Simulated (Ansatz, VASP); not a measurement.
**One calculation of HgTe, two programs**

File INCAR:

```
  PREC = Accurate
  ENCUT = 520
  EDIFF = 1E-7
  ISMEAR = -1
  SIGMA = 0.05
  LREAL = False
  LASPH = True
  NELM = 60
  ALGO = Normal
  ISIF = 2
  LWAVE = False
  LCHARG = False
  NBANDS = 26
```

KPOINTS

```
Automatic mesh
0
Gamma
  4 4 4
```

Contents of POSCAR:

```
HgTe
1.0
    2.9925180000     -3.4669290000      0.0000000000
    2.9925180000      3.4669290000      0.0000000000
    0.0000000000      0.0000000000      5.7981570000
Hg Te
2 2
Direct
    0.3430500000      0.6569500000      0.7500000000
    0.6569500000      0.3430500000      0.2500000000
    0.7848090000      0.2151910000      0.7500000000
    0.2151910000      0.7848090000      0.2500000000
```

Input for Ansatz:

```yaml
crystal:
  lattice:
    - [2.992518, -3.466929, 0.0]
    - [2.992518, 3.466929, 0.0]
    - [0.0, 0.0, 5.798157]
  atoms:
    - { symbol: Hg, position: [0.34305, 0.65695, 0.75] }
    - { symbol: Hg, position: [0.65695, 0.34305, 0.25] }
    - { symbol: Te, position: [0.784809, 0.215191, 0.75] }
    - { symbol: Te, position: [0.215191, 0.784809, 0.25] }
kpoints:
  mp_grid:
    grid: [4, 4, 4]
hamiltonian:
  xc: lda
scf:
  convergence:
    dr2_threshold: 1.0e-10
  occupations:
    method: fermi_dirac
    width: 0.05
output:
  stress: true
```

Alike in both runs: task single point; functional LDA; k mesh 4 × 4 × 4; occupations fermi-dirac, width 0.05 eV; no spin polarisation.

|  | VASP | Ansatz |
| --- | --- | --- |
| version | VASP 6.6.1 | Ansatz 0.2.0 |
| potentials or method | VASP PAW LDA potentials, release 64 (Hg, Te) | plane waves, PAW |
| plane-wave cutoff (eV) | 520 | 420 |
| valence electrons in the cell | 36 | 72 |

VASP gave:

```
pressure (GPa)                                                : -4.6
traceless stress, the component that is largest in VASP (GPa) : 1.02
```

Q: Estimate Ansatz's values.

A: Pressure (GPa): -4.8; traceless stress, the component that is largest in VASP (GPa): 1.11.

LDA's correlation is that of Perdew and Zunger in VASP and of Perdew and Wang (1992) in Ansatz. VASP's potentials hold 36 valence electrons a cell and Ansatz's 72, so a difference there can come from the potentials and not from the codes.

Neither program's run includes spin-orbit coupling.
